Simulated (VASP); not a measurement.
# BeTe (F-43m) in VASP: a series of runs, part 2 of 2

VASP 6.6.1. The steps go on from the part before.

## Step 3: Relaxation of cell and atoms, PBEsol

File INCAR:

```
SYSTEM = BeTe
ALGO = Normal ; EDIFF = 1E-6
EDIFFG = -0.015 ; ENCUT = 600
GGA = PS ; IBRION = 2
ISIF = 3 ; ISMEAR = 0
LASPH = .TRUE. ; LCHARG = .FALSE.
LREAL = .FALSE. ; LWAVE = .FALSE.
NELM = 100 ; NSW = 80
PREC = Accurate ; SIGMA = 0.02
```

File KPOINTS:

```
k-points
0
G
  6 6 6
  0 0 0
```

File POSCAR:

```
BeTe
1.0
    5.6059105095      0.0000000000      0.0000000000
    0.0000000000     -5.6059105095      0.0000000000
    0.0000000000      0.0000000000     -5.6059105095
Be Te
4 4
Direct
    0.0000000000      0.0000000000      0.0000000000
    0.5000000000      0.5000000000      0.0000000000
    0.5000000000      0.0000000000      0.5000000000
    0.0000000000      0.5000000000      0.5000000000
    0.7500000000      0.7500000000      0.7500000000
    0.2500000000      0.2500000000      0.7500000000
    0.2500000000      0.7500000000      0.2500000000
    0.7500000000      0.2500000000      0.2500000000
```

Potentials or basis: VASP PAW PBE potentials, release 64 (Be, Te).

On the command line:

```console
> cat potpaw_PBE.64/Be/POTCAR potpaw_PBE.64/Te/POTCAR > POTCAR
> mpirun -np 1 vasp_std > vasp.out
```

OUTCAR:

```text
SYSTEM = BeTe
   EDIFF = 1E-6
   EDIFFG = -0.015
   ENCUT = 600
   GGA = PS
   IBRION = 2
   ISIF = 3
   ISMEAR = 0
   LASPH = .TRUE.
   LREAL = .FALSE.
   NELM = 100
   NSW = 80
   PREC = Accurate

 ion  position               nearest neighbor table
   1  0.000  0.000  0.000-   5 2.43   6 2.43   7 2.43   8 2.43
   2  0.500  0.500  0.000-   5 2.43   6 2.43   7 2.43   8 2.43
   3  0.500  0.000  0.500-   5 2.43   6 2.43   7 2.43   8 2.43
   4  0.000  0.500  0.500-   5 2.43   6 2.43   7 2.43   8 2.43
   5  0.750  0.750  0.750-   1 2.43   2 2.43   3 2.43   4 2.43
   6  0.250  0.250  0.750-   1 2.43   2 2.43   3 2.43   4 2.43
   7  0.250  0.750  0.250-   1 2.43   2 2.43   3 2.43   4 2.43
   8  0.750  0.250  0.250-   1 2.43   2 2.43   3 2.43   4 2.43

  LATTYP: Found a simple cubic cell.
 ALAT       =     5.6059105095

  Lattice vectors:

 A1 = (   5.6059105095,   0.0000000000,   0.0000000000)
 A2 = (   0.0000000000,  -5.6059105095,   0.0000000000)
 A3 = (   0.0000000000,   0.0000000000,  -5.6059105095)

Analysis of symmetry for initial positions (statically):
=====================================================================
 Subroutine PRICEL returns following result:

  LATTYP: Found a face centered cubic cell.
 ALAT       =     5.6059105095

  Lattice vectors:

 A1 = (   2.8029552548,   2.8029552548,   0.0000000000)
 A2 = (   2.8029552548,   0.0000000000,  -2.8029552547)
 A3 = (   0.0000000000,   2.8029552548,  -2.8029552548)

   4 primitive cells build up your supercell.

 Routine SETGRP: Setting up the symmetry group for a
 simple cubic supercell.

 Subroutine GETGRP returns: Found 24 space group operations
 (whereof 24 operations were pure point group operations)
 out of a pool of 48 trial point group operations.
[... 200 lines left out ...]
      4.20443     -1.40148     -1.40148         0.000000      0.000000      0.000000
 -----------------------------------------------------------------------------------
    total drift:                               -0.000000     -0.000000      0.000000

  FREE ENERGIE OF THE ION-ELECTRON SYSTEM (eV)
  ---------------------------------------------------
  free  energy   TOTEN  =       -32.8664949479 eV

  energy  without entropy=      -32.8664949479  energy(sigma->0) =      -32.86649495

--------------------------------------- Ionic step        2  -------------------------------------------

 number of electron      31.9999998 magnetization

 Free energy of the ion-electron system (eV)
  ---------------------------------------------------
  ext. energy  EPLUGINS =         0.00000000
  ---------------------------------------------------
  free energy    TOTEN  =       -32.86684187 eV

  energy without entropy =      -32.86684187  energy(sigma->0) =      -32.86684187

 E-fermi :   5.2314     XC(G=0):  -9.2399

 val. band max:        5.1118939402   @ k =   0.0000   0.0000   0.0000
 cond. band min:       6.9421203720   @ k =   0.0000   0.0000   0.0000
 fundamental gap:      1.8302264318
 Fermi energy:         5.2314215113

 k-point     1 :       0.0000    0.0000    0.0000
  band No.  band energies     occupation
      1      -7.2851      2.00000
      2      -5.4105      2.00000
      3      -5.4105      2.00000
      4      -5.4105      2.00000
      5      -0.0693      2.00000
      6      -0.0693      2.00000
[... 469 lines left out ...]
     20       8.1720      0.00000
     21       9.6642      0.00000

------------------------ aborting loop because EDIFF is reached ----------------------------------------

  FORCE on cell =-STRESS in cart. coord.  units (eV):
  Direction    XX          YY          ZZ          XY          YZ          ZX
  --------------------------------------------------------------------------------------
  -------------------------------------------------------------------------------------
  Total       -0.0507227     -0.0507227     -0.0507227      0.0000000     -0.0000000     -0.0000000
  in kB       -0.4593514     -0.4593514     -0.4593514      0.0000000     -0.0000000     -0.0000000
  external PRESSURE =      -0.4593514 kB  Pullay stress =       0.0000000 kB

 VOLUME and BASIS-vectors are now :
 -----------------------------------------------------------------------------
  energy-cutoff  :      600.00
  volume of cell :      176.92
      direct lattice vectors                 reciprocal lattice vectors
     5.613786758 -0.000000000  0.000000000     0.178132879  0.000000000  0.000000000
     0.000000000 -5.613786758  0.000000000    -0.000000000 -0.178132879 -0.000000000
     0.000000000  0.000000000 -5.613786758     0.000000000 -0.000000000 -0.178132879

 POSITION                                       TOTAL-FORCE (eV/Angst)
 -----------------------------------------------------------------------------------
      5.61379     -0.00000      0.00000         0.000000      0.000000     -0.000000
      2.80689     -2.80689     -5.61379         0.000000      0.000000     -0.000000
      2.80689     -0.00000     -2.80689        -0.000000      0.000000     -0.000000
      5.61379     -2.80689     -2.80689         0.000000      0.000000     -0.000000
      4.21034     -4.21034     -4.21034         0.000000     -0.000000      0.000000
      1.40345     -1.40345     -4.21034        -0.000000     -0.000000     -0.000000
      1.40345     -4.21034     -1.40345        -0.000000     -0.000000     -0.000000
      4.21034     -1.40345     -1.40345        -0.000000     -0.000000      0.000000
 -----------------------------------------------------------------------------------
    total drift:                               -0.000000     -0.000000      0.000000

  FREE ENERGIE OF THE ION-ELECTRON SYSTEM (eV)
  ---------------------------------------------------
  free  energy   TOTEN  =       -32.8668418683 eV

  energy  without entropy=      -32.8668418683  energy(sigma->0) =      -32.86684187

 reached required accuracy - stopping structural energy minimisation
```

OSZICAR:

```text
N       E                     dE             d eps       ncg     rms          rms(c)
DAV:   1     0.139029459951E+03    0.13903E+03   -0.13036E+04   840   0.139E+03
DAV:   2    -0.217892035708E+02   -0.16082E+03   -0.15292E+03  1137   0.193E+02
DAV:   3    -0.331522632174E+02   -0.11363E+02   -0.11246E+02  1092   0.585E+01
[... 12 lines left out ...]
DAV:   2    -0.328671607169E+02    0.11073E-02   -0.21380E-03   915   0.277E-01    0.877E-02
DAV:   3    -0.328668687440E+02    0.29197E-03   -0.10410E-03   944   0.127E-01    0.382E-02
DAV:   4    -0.328668542384E+02    0.14506E-04   -0.23152E-05   943   0.306E-02    0.335E-02
DAV:   5    -0.328668417623E+02    0.12476E-04   -0.17925E-05   950   0.185E-02    0.842E-03
DAV:   6    -0.328668418683E+02   -0.10602E-06   -0.23888E-06   619   0.730E-03
   2 F= -.32866842E+02 E0= -.32866842E+02  d E =-.346920E-03
```

Wall time 4.2 min (1 thread of Intel Xeon 6975P-C, shared host); peak memory 0.37 GiB.

Results:

| Property | Result |
| --- | --- |
| Free energy | -32.8668 eV |
| Relaxed volume | 22.11 Å³/atom |
| Relaxed cell | a = 5.614 Å, b = 5.614 Å, c = 5.614 Å, α = 90.00°, β = 90.00°, γ = 90.00° |
| Space group after relaxing (to 0.05 Å) | F-43m (No. 216) |
| Energy gained by relaxing | 0.0 meV/atom |
| Ionic steps | 2 |
| Pressure after relaxing | 0.0 GPa |
| Band gap on the k mesh | 1.83 eV |

The path:
| step | energy change (eV) | largest force (eV/Å) | pressure (GPa) | volume (Å³) |
| --- | --- | --- | --- | --- |
| 1 | 0.0000 | 0.0000 | 0.21 | 176.17 |
| 2 | -0.0003 | 0.0000 | -0.05 | 176.92 |

Final structure:
```
CELL_PARAMETERS angstrom
5.61379 0.00000 0.00000
0.00000 -5.61379 0.00000
0.00000 0.00000 -5.61379
ATOMIC_POSITIONS crystal
Be 0.00000 0.00000 0.00000
Be 0.50000 0.50000 0.00000
Be 0.50000 0.00000 0.50000
Be 0.00000 0.50000 0.50000
Te 0.75000 0.75000 0.75000
Te 0.25000 0.25000 0.75000
Te 0.25000 0.75000 0.25000
Te 0.75000 0.25000 0.25000
```

Caveat: the PAW data sets were made with another functional, which shifts forces and pressure a little; spin-orbit coupling is left out, which moves the levels of the heavy elements.
